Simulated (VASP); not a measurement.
Set up this calculation in VASP 6.6.1, as the native input.

```yaml
Task: single point
Functional: PBE
Potentials_or_basis: VASP PAW PBE potentials, release 64 (Zn, Cu_sv_GW, O)
Cutoff: 820 eV
k_mesh: 10 × 10 × 8
Occupations: gaussian, width 0.1 eV
Spin: no spin polarisation
Dipole_correction: no
Further_INCAR_settings: ALGO = Normal; EDIFF = 1e-06; NBANDS = 46
```

The structure of ZnCuO lies in POSCAR:

```
ZnCuO
1.0
    3.7038561467      0.0000000000      0.0000000000
    0.0000000000      3.7038561467      0.0000000000
    0.0000000000      0.0000000000      5.7148769494
Zn Cu O
2 2 2
Direct
    0.5000000000      0.0000000000      0.1383209849
    0.0000000000      0.5000000000      0.8616790151
    0.5000000000      0.0000000000      0.5714163172
    0.0000000000      0.5000000000      0.4285836828
    0.5000000000      0.5000000000      0.0000000000
    0.0000000000      0.0000000000      0.0000000000
```

The cell was generated, and may not be a known phase.

These files were run (other wordings do the same):

INCAR

```
PREC = Accurate
ENCUT = 820
EDIFF = 1E-6
ISMEAR = 0
SIGMA = 0.1
LREAL = False
LASPH = True
NELM = 120
ALGO = Normal
ISIF = 2
LWAVE = False
LCHARG = False
GGA = PE
NBANDS = 46
GGA_COMPAT = False
```

KPOINTS

```
regular mesh
0
Gamma
  10 10 8
```

Potentials or basis: VASP PAW PBE potentials, release 64 (Zn, Cu_sv_GW, O).

Launch:

```bash
$ cat potpaw_PBE.64/Zn/POTCAR potpaw_PBE.64/Cu_sv_GW/POTCAR potpaw_PBE.64/O/POTCAR > POTCAR
$ mpirun -np 1 vasp_std > vasp.out
```

It gave:

```json
{
  "Pressure": "0.1 GPa",
  "Largest force": "0.083 eV/Å",
  "Band gap on the k mesh": "zero (bands 37 and 38 overlap by 2.26 eV)"
}
```

Wall time 7.3 min on 1 thread of AMD EPYC 9R45 (Zen 5), with other jobs on the host, peak memory 0.74 GiB.
